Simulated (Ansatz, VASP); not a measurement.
**MgS in VASP and in Ansatz**

```
Mg S
1.0
     0.00000    2.91811    2.91811
     2.91811    0.00000    2.91811
     2.91811    2.91811    0.00000
Mg S
1 1
Direct
  0.00000 0.00000 0.00000
  0.75000 0.75000 0.75000
```

Change from the starting cell: strain +0.030 along x and y, +0.030 along z, atoms carried along.

Alike in both runs: task single point; functional LDA; k mesh 8 × 8 × 8; occupations gaussian, width 0.05 eV; no spin polarisation.

```csv
,VASP,Ansatz
version,VASP 6.6.1,Ansatz 0.2.0
potentials or method,"VASP PAW LDA potentials, release 64 (Mg, S), cutoff 520 eV","scalar-relativistic, plane waves, PAW"
valence electrons in the cell,8,16
```

Ansatz gave:

| Item | Value |
| --- | --- |
| gap on the k mesh at the Fermi level (eV) | 2.75 |
| least direct gap on the mesh (eV) | 2.75 |
| pressure (GPa) | -6.0 |

**Question.** Which values does VASP return?

**Answer.** gap on the k mesh at the Fermi level (eV): 2.76; least direct gap on the mesh (eV): 2.76; pressure (GPa): -6.3.

LDA's correlation is that of Perdew and Zunger in VASP and of Perdew and Wang (1992) in Ansatz. VASP's potentials hold 8 valence electrons a cell and Ansatz's 16, so a difference there can come from the potentials and not from the codes.
